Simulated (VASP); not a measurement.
Wanted: the native input for a VASP 6.6.1 run.

| Quantity | Value |
| --- | --- |
| Task | single point |
| Functional | BLYP |
| Dispersion | D3(BJ) |
| Potentials or basis | VASP PAW PBE potentials, release 64 (Ni, O) |
| Cutoff | 520 eV |
| k mesh | 11 × 11 × 11 |
| Occupations | gaussian, width 0.02 eV |
| Spin | collinear spin, ferromagnetic start |
| Starting moments | [0.04, 0.0] μB |
| Dipole correction | no |
| Further INCAR settings | ALGO = Normal; EDIFF = 1e-06; NBANDS = 19 |

The structure of NiO lies in POSCAR:

```
NiO
1.0
    0.0000000000      2.0859016414      2.0859016414
    2.0859016414      0.0000000000      2.0859016414
    2.0859016414      2.0859016414      0.0000000000
Ni O
1 1
Direct
    0.0000000000      0.0000000000      0.0000000000
    0.5000000000      0.5000000000      0.5000000000
```

These files were run (other wordings do the same):

INCAR

```
AGGAC = 1.0 ; AGGAX = 1.0
ALDAC = 0.0 ; ALDAX = 1.0
ALGO = Normal ; EDIFF = 1E-6
ENCUT = 520 ; GGA = B5
ISIF = 2 ; ISMEAR = 0
ISPIN = 2 ; IVDW = 12
LASPH = T ; LCHARG = T
LELF = T ; LMAXMIX = 4
LORBIT = 11 ; LREAL = F
LVHAR = T ; LWAVE = F
MAGMOM = 0.04 0 ; NBANDS = 19
NELM = 150 ; PREC = Accurate
SIGMA = 0.02 ; VDW_A1 = 0.4298
VDW_A2 = 4.2359 ; VDW_S6 = 1.0
VDW_S8 = 2.6996
```

KPOINTS

```
k-points
0
Gamma
  11 11 11
```

Potentials or basis: VASP PAW PBE potentials, release 64 (Ni, O).

Run with:

```console
$ cat potpaw_PBE.64/Ni/POTCAR potpaw_PBE.64/O/POTCAR > POTCAR
$ mpirun -np 1 vasp_std > vasp.out
```

It gave:

| Item | Value |
| --- | --- |
| Pressure | 0.3 GPa |
| Net moment | 0.42 μB per cell |
| Site moments | Ni +0.37; O +0.04 μB |
| Valence electrons inside the program's atomic spheres | Ni 9.08; O 4.96 |
| Dispersion energy per atom | -0.572 eV |

Caveat: the PAW data sets were made with another functional, which shifts forces and pressure a little; a cell with one magnetic atom can't hold antiferromagnetic order, which such compounds often take; pairwise dispersion overbinds metals, which lowers pressure and volume.

It took 46 s on 1 thread of Intel(R) Xeon(R) Platinum 8259CL CPU @ 2.50GHz (Skylake/Cascade Lake), with other jobs on the host, peak memory 0.18 GiB.
